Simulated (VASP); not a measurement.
# Na (P6_3/mmc) in VASP: single point with PBE

Aim: the single point of Na with PBE.

Program: VASP 6.6.1. These are calculated values, not measurements. Logs are shortened: lines on timing, memory, paths and dates and some standing lists are left out, and cuts for length are marked.

### 1 The cell of the first run

The structure is hexagonal, space group P6_3/mmc (No. 194). The conventional cell has a = 3.893 Å, b = 3.893 Å, c = 12.692 Å, α = 90.00°, β = 90.00°, γ = 120.00°. Na (site symmetry -3m) has 12 Na at 3.89 Å within 5.1 Å. Na (site symmetry -6m2) has 12 Na at 3.89 Å within 5.1 Å.

This isn't the form of Na at room conditions, which is bcc.

### 2 Single point, PBE (equal strain along all axes, cell held: +4.0 %)

The input, INCAR:

```
ALGO = Fast ; EDIFF = 1E-6
ENCUT = 520 ; GGA = PE
ISIF = 2 ; ISMEAR = 0
LASPH = True ; LCHARG = False
LREAL = False ; LWAVE = False
NBANDS = 22 ; NELM = 80
PREC = Accurate ; SIGMA = 0.1
```

The input, KPOINTS:

```
k-points
0
Gamma
  18 18 6
```

The input, POSCAR:

```
Na
1.0
    3.8934294072      0.0000000000      0.0000000000
   -1.9467147036      3.3718087744      0.0000000000
    0.0000000000      0.0000000000     12.6919976265
Na
4
Direct
    0.0000000000      0.0000000000      0.0000000000
    0.3333333333      0.6666666667      0.2500000000
    0.0000000000      0.0000000000      0.5000000000
    0.6666666667      0.3333333333      0.7500000000
```

Potentials or basis: VASP PAW PBE potentials, release 64 (Na_pv).

The run is started by

```bash
cat potpaw_PBE.64/Na_pv/POTCAR > POTCAR
mpirun -np 1 vasp_std > vasp.out
```

OUTCAR:

```text
EDIFF = 1E-6
   ENCUT = 520
   GGA = PE
   ISIF = 2
   ISMEAR = 0
   LASPH = True
   LREAL = False
   NELM = 80
   PREC = Accurate

 ion  position               nearest neighbor table
   1  0.000  0.000  0.000-
   2  0.333  0.667  0.250-
   3  0.000  0.000  0.500-
   4  0.667  0.333  0.750-

  LATTYP: Found a hexagonal cell.
 ALAT       =     3.8934294072
 C/A-ratio  =     3.2598504555

  Lattice vectors:

 A1 = (   3.8934294072,   0.0000000000,   0.0000000000)
 A2 = (  -1.9467147036,   3.3718087744,   0.0000000000)
 A3 = (   0.0000000000,   0.0000000000,  12.6919976265)

Analysis of symmetry for initial positions (statically):
=====================================================================
 Subroutine PRICEL returns:
 Original cell was already a primitive cell.

 Routine SETGRP: Setting up the symmetry group for a
 hexagonal supercell.

 Subroutine GETGRP returns: Found 24 space group operations
 (whereof 12 operations were pure point group operations)
 out of a pool of 24 trial point group operations.

The static configuration has the point symmetry D_3d.
 The point group associated with its full space group is D_6h.

Analysis of symmetry for dynamics (positions and initial velocities):
=====================================================================
 Subroutine PRICEL returns:
 Original cell was already a primitive cell.

 Routine SETGRP: Setting up the symmetry group for a
 hexagonal supercell.

 Subroutine GETGRP returns: Found 24 space group operations
 (whereof 12 operations were pure point group operations)
 out of a pool of 24 trial point group operations.

The dynamic configuration has the point symmetry D_3d.
 The point group associated with its full space group is D_6h.

 Subroutine INISYM returns: Found 24 space group operations
 (whereof 12 operations are pure point group operations),
 and found     1 'primitive' translations

----------------------------------------------------------------------------------------

                                     Primitive cell

  volume of cell :     166.6193

  direct lattice vectors                    reciprocal lattice vectors
     3.893429407  0.000000000  0.000000000     0.256842977  0.148288362  0.000000000
    -1.946714704  3.371808774  0.000000000     0.000000000  0.296576724  0.000000000
     0.000000000  0.000000000 12.691997626     0.000000000  0.000000000  0.078789804

  length of vectors
     3.893429407  3.893429407 12.691997626     0.296576724  0.296576724  0.078789804

  position of ions in fractional coordinates (direct lattice)
     0.000000000  0.000000000  0.000000000
     0.333333333  0.666666667  0.250000000
     0.000000000  0.000000000  0.500000000
     0.666666667  0.333333333  0.750000000

  ion indices of the primitive-cell ions
   primitive index   ion index
                 1           1
                 2           2
                 3           3
                 4           4

----------------------------------------------------------------------------------------

 KPOINTS: k-points

Automatic generation of k-mesh.
 Grid dimensions read from file:
 generate k-points for:   18   18    6

 Generating k-lattice:

  Cartesian coordinates                     Fractional coordinates (reciprocal lattice)
     0.014269054  0.008238242  0.000000000     0.055555556 -0.000000000  0.000000000
     0.000000000  0.016476485  0.000000000     0.000000000  0.055555556  0.000000000
     0.000000000  0.000000000  0.013131634     0.000000000  0.000000000  0.166666667

  Length of vectors
     0.016476485  0.016476485  0.013131634

  Shift w.r.t. Gamma in fractional coordinates (k-lattice)
     0.000000000  0.000000000  0.000000000

 Subroutine IBZKPT returns following result:
 ===========================================

 Found    148 irreducible k-points:

 Following reciprocal coordinates:
            Coordinates               Weight
  0.000000  0.000000  0.000000      1.000000
  0.055556  0.000000  0.000000      6.000000
  0.111111  0.000000  0.000000      6.000000
  0.166667  0.000000  0.000000      6.000000
  0.222222  0.000000  0.000000      6.000000
  0.277778  0.000000  0.000000      6.000000
[... 16 lines left out ...]
  0.333333  0.111111  0.000000     12.000000
  0.388889  0.111111  0.000000     12.000000
 [... further k-points ...]
   k-points           NKPTS =    148   k-points in BZ     NKDIM =    148   number of bands    NBANDS=     22
   number of dos      NEDOS =    301   number of ions     NIONS =      4
   total plane-waves  NPLWV =  86400
   dimension x,y,z NGX =    30 NGY =   30 NGZ =   96
   dimension x,y,z NGXF=    60 NGYF=   60 NGZF=  192
   ions per type =               4
   NGX,Y,Z   is equivalent  to a cutoff of  12.81, 12.81, 12.57 a.u.
   NGXF,Y,Z  is equivalent  to a cutoff of  25.62, 25.62, 25.15 a.u.
 SYSTEM =  unknown system
   PREC   = accura    normal or accurate (medium, high low for compatibility)
   ISTART =      0    job   : 0-new  1-cont  2-samecut
   ICHARG =      2    charge: 1-file 2-atom 10-const
   ISPIN  =      1    spin polarized calculation?
   LNONCOLLINEAR =      F non collinear calculations
   LSORBIT =      F    spin-orbit coupling
   LASPH  =      T    aspherical Exc in radial PAW
   ENCUT  =  520.0 eV  38.22 Ry    6.18 a.u.   7.24  7.24 23.60*2*pi/ulx,y,z
   NELM   =     80;   NELMIN=  2; NELMDL= -5     # of ELM steps
   EDIFF  = 0.1E-05   stopping-criterion for ELM
   LREAL  =      F    real-space projection
   EDIFFG = 0.1E-04   stopping-criterion for IOM
   NSW    =      0    number of steps for IOM
   IBRION =     -1    ionic relax: 0-MD 1-quasi-New 2-CG
   NFREE  =      0    steps in history (QN), initial steepest desc. (CG)
   ISIF   =      2    stress and relaxation
   ISYM   =      2    0-nonsym 1-usesym 2-fastsym
   POTIM  = 0.5000    time-step for ionic-motion
   TEBEG  =    0.0;   TEEND  =   0.0 temperature during run
   PSTRESS=    0.0 pullay stress
   NELECT =      28.0000    total number of electrons
   NUPDOWN=      -1.0000    fix difference up-down
   EMIN   =  10.00;   EMAX   =-10.00  energy-range for DOS
   EFERMI =   0.00;   METHOD = LEGACY
   ISMEAR =     0;   SIGMA  =   0.10  broadening in eV -4-tet -1-fermi 0-gaus
   EFERMI_NEDOS =   21; number of points for ismear=-14 and -15
   IALGO  =     68    algorithm
   IMIX   =      4    mixing-type and parameters
     AMIX     =   0.40;   BMIX     =  1.00
     AMIX_MAG =   1.60;   BMIX_MAG =  1.00
  volume/ion in A,a.u.               =      41.65       281.10
  Fermi-wavevector in a.u.,A,eV,Ry     =   0.903412  1.707201 11.104434  0.816153
  Thomas-Fermi vector in A             =   2.026734
   LORBIT       =      0    0 simple, 1 ext, 2 COOP (PROOUT), +10 PAW based schemes
   GGA     = PE    functional components
   LHFCALC =     F    Hartree Fock is set to
   AEXX    =    0.0000 exact exchange contribution
   IVDW    =     0    specifies the selected vdW correction
   LEPSILON=     F    determine dielectric tensor
   LRPA    =     F    only Hartree local field effects (RPA)
 non-spin polarized calculation
 RMM-DIIS sequential band-by-band and
 Gauss-broadening in eV      SIGMA  =   0.10
  energy-cutoff  :      520.00
  volume of cell :      166.62
 maximum number of plane-waves:      4511
 NGX is ok and might be reduce to    30
   NGX = 15   NGY = 15   NGZ = 47

 number of electron      27.9999991 magnetization

 Free energy of the ion-electron system (eV)
  ---------------------------------------------------
  ext. energy  EPLUGINS =         0.00000000
  ---------------------------------------------------
  free energy    TOTEN  =        -5.20711725 eV

  energy without entropy =       -5.19802074  energy(sigma->0) =       -5.20256900

 E-fermi :   0.0239     XC(G=0):  -6.2062

 val. band max:        0.0121138786   @ k =   0.4444   0.0000   0.3333
 cond. band min:       0.0405914345   @ k =   0.3333   0.1111   0.0000
 fundamental gap:      0.0284775559
 Fermi energy:         0.0239332213

 k-point     1 :       0.0000    0.0000    0.0000
  band No.  band energies     occupation
      1     -25.0032      2.00000
      2     -24.9921      2.00000
      3     -24.9915      2.00000
      4     -24.9838      2.00000
      5     -24.9838      2.00000
      6     -24.9823      2.00000
[... 14 lines left out ...]
     21       9.4080      0.00000
     22       9.4892      0.00000

 k-point     2 :       0.0556    0.0000    0.0000
  band No.  band energies     occupation
      1     -25.0030      2.00000
      2     -24.9922      2.00000
      3     -24.9916      2.00000
      4     -24.9843      2.00000
      5     -24.9839      2.00000
      6     -24.9826      2.00000
[... 14 lines left out ...]
     21       8.8502      0.00000
     22       9.0261      0.00000

 k-point     3 :       0.1111    0.0000    0.0000
  band No.  band energies     occupation
      1     -25.0023      2.00000
      2     -24.9924      2.00000
      3     -24.9918      2.00000
      4     -24.9857      2.00000
      5     -24.9844      2.00000
      6     -24.9837      2.00000
[... 14 lines left out ...]
     21       7.9185      0.00000
     22       7.9707      0.00000

 k-point     4 :       0.1667    0.0000    0.0000
  band No.  band energies     occupation
      1     -25.0013      2.00000
      2     -24.9930      2.00000
      3     -24.9926      2.00000
      4     -24.9878      2.00000
      5     -24.9854      2.00000
      6     -24.9851      2.00000
[... 14 lines left out ...]
     21       6.8043      0.00000
     22       6.8625      0.00000

 k-point     5 :       0.2222    0.0000    0.0000
  band No.  band energies     occupation
      1     -25.0000      2.00000
      2     -24.9941      2.00000
      3     -24.9941      2.00000
      4     -24.9904      2.00000
      5     -24.9881      2.00000
      6     -24.9861      2.00000
[... 417 lines left out ...]
 k-point    22 :       0.2778    0.1111    0.0000
  band No.  band energies     occupation
      1     -24.9987      2.00000
      2     -24.9987      2.00000
      3     -24.9957      2.00000
      4     -24.9953      2.00000
      5     -24.9945      2.00000
      6     -24.9888      2.00000
[... 14 lines left out ...]
     21       5.0213      0.00000
     22       5.8038      0.00000

 k-point    23 :       0.3333    0.1111    0.0000
  band No.  band energies     occupation
      1     -25.0005      2.00000
      2     -25.0002      2.00000
      3     -24.9971      2.00000
      4     -24.9964      2.00000
      5     -24.9941      2.00000
      6     -24.9894      2.00000
[... 14 lines left out ...]
     21       4.7826      0.00000
     22       5.3069      0.00000

 k-point    24 :       0.3889    0.1111    0.0000
  band No.  band energies     occupation
      1     -25.0018      2.00000
      2     -25.0013      2.00000
      3     -24.9983      2.00000
      4     -24.9975      2.00000
      5     -24.9924      2.00000
      6     -24.9899      2.00000
[... 14 lines left out ...]
     21       4.5081      0.00000
     22       4.5206      0.00000

 [... further k-points ...]

------------------------ aborting loop because EDIFF is reached ----------------------------------------

  FORCE on cell =-STRESS in cart. coord.  units (eV):
  Direction    XX          YY          ZZ          XY          YZ          ZX
  --------------------------------------------------------------------------------------
  -------------------------------------------------------------------------------------
  Total       -0.7924600     -0.7924600     -0.7599243      0.0000000      0.0000000      0.0000000
  in kB       -7.6201354     -7.6201354     -7.3072786      0.0000000      0.0000000      0.0000000
  external PRESSURE =      -7.5158498 kB  Pullay stress =       0.0000000 kB

 VOLUME and BASIS-vectors are now :
 -----------------------------------------------------------------------------
  energy-cutoff  :      520.00
  volume of cell :      166.62
      direct lattice vectors                 reciprocal lattice vectors
     3.893429407  0.000000000  0.000000000     0.256842977  0.148288362  0.000000000
    -1.946714704  3.371808774  0.000000000     0.000000000  0.296576724  0.000000000
     0.000000000  0.000000000 12.691997626     0.000000000  0.000000000  0.078789804

 POSITION                                       TOTAL-FORCE (eV/Angst)
 -----------------------------------------------------------------------------------
      0.00000      0.00000      0.00000        -0.000000      0.000000     -0.000000
     -0.00000      2.24787      3.17300        -0.000000     -0.000000     -0.000000
      0.00000      0.00000      6.34600        -0.000000      0.000000     -0.000000
      1.94671      1.12394      9.51900         0.000000      0.000000      0.000000
 -----------------------------------------------------------------------------------
    total drift:                                0.000000      0.000000      0.000000

  FREE ENERGIE OF THE ION-ELECTRON SYSTEM (eV)
  ---------------------------------------------------
  free  energy   TOTEN  =        -5.2071172547 eV

  energy  without entropy=       -5.1980207413  energy(sigma->0) =       -5.20256900
```

It took 8.3 min on 1 thread of Intel Xeon Platinum 8259CL at 2.50GHz (Skylake/Cascade Lake), shared host; peak memory 0.52 GiB.

Results:

| Property | Result |
| --- | --- |
| Free energy | -5.2071 eV |
| Pressure | -0.8 GPa |
| Band gap on the k mesh | zero (bands 14 and 15 overlap by 3.53 eV) |

Caveat: the cell differs from its parent crystal (equal strain along all axes, cell held: +4.0 %).
